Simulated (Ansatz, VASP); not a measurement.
# Two plane-wave programs on HfN

File INCAR:

```
PREC = Accurate
ENCUT = 520
EDIFF = 1E-7
ISMEAR = 0
SIGMA = 0.15
LREAL = F
LASPH = T
NELM = 100
ALGO = Normal
ISIF = 2
LWAVE = F
LCHARG = F
GGA = PS
NBANDS = 23
```

Contents of KPOINTS:

```
Automatic mesh
0
Gamma
  18 18 12
```

POSCAR

```
HfN
1.0
    0.0000000000     -2.4335341244     -2.4335341244
    0.0000000000      2.4335341244     -2.4335341244
    4.8670682487      0.0000000000      0.0000000000
Hf N
2 2
Direct
    0.4845903127      0.4845903127      0.5000000000
    0.0154096873      0.0154096873      0.0000000000
   -0.0118745278      0.5118745278      0.2500000000
    0.5118745278     -0.0118745278      0.7500000000
```

Input for Ansatz:

```yaml
crystal:
  lattice:
    - [0.0, -2.4335341244, -2.4335341244]
    - [0.0, 2.4335341244, -2.4335341244]
    - [4.8670682487, 0.0, 0.0]
  atoms:
    - { symbol: Hf, position: [0.4845903127, 0.4845903127, 0.5] }
    - { symbol: Hf, position: [0.0154096873, 0.0154096873, 0.0] }
    - { symbol: "N", position: [-0.0118745278, 0.5118745278, 0.25] }
    - { symbol: "N", position: [0.5118745278, -0.0118745278, 0.75] }
basis:
  ecutwfc: 420
kpoints:
  mp_grid: { grid: [18, 18, 12] }
hamiltonian:
  xc: pbesol
scf:
  occupations: { method: gaussian, width: 0.15 }
output:
  forces: true
  stress: true
  eigenvalues: true
```

Change from the starting cell: mode 4 (121.3 1/cm) frozen in, largest displacement +0.075 Å.

Alike in both runs: task single point; functional PBEsol; k mesh 18 × 18 × 12; occupations gaussian, width 0.15 eV; no spin polarisation.

|  | VASP | Ansatz |
| --- | --- | --- |
| version | VASP 6.6.1 | Ansatz 0.2.0 |
| potentials or method | VASP PAW PBE potentials, release 64 (Hf_pv, N), cutoff 520 eV | scalar-relativistic, plane waves, PAW |
| valence electrons in the cell | 30 | 62 |

```tsv
	VASP	Ansatz	Ansatz less VASP
gap on the k mesh at the Fermi level (eV)	none	none	-
pressure (GPa)	-1.0	-0.1	+0.85
traceless stress, the component that is largest in VASP (GPa)	0.27	0.26	-0.008
rms of the force components (eV/Å)	0.301	0.298	-0.0033
```

VASP's potentials were made for PBE, not for PBEsol. Atom by atom the forces differ by 0.004 eV/Å (rms over components). A gap of «none» marks a metal or a gap that the smearing closes. With one functional, cell and mesh, what is left measures potentials, basis and numerics. VASP's potentials hold 30 valence electrons a cell and Ansatz's 62, so a difference there can come from the potentials and not from the codes.

Neither program's run includes spin-orbit coupling.
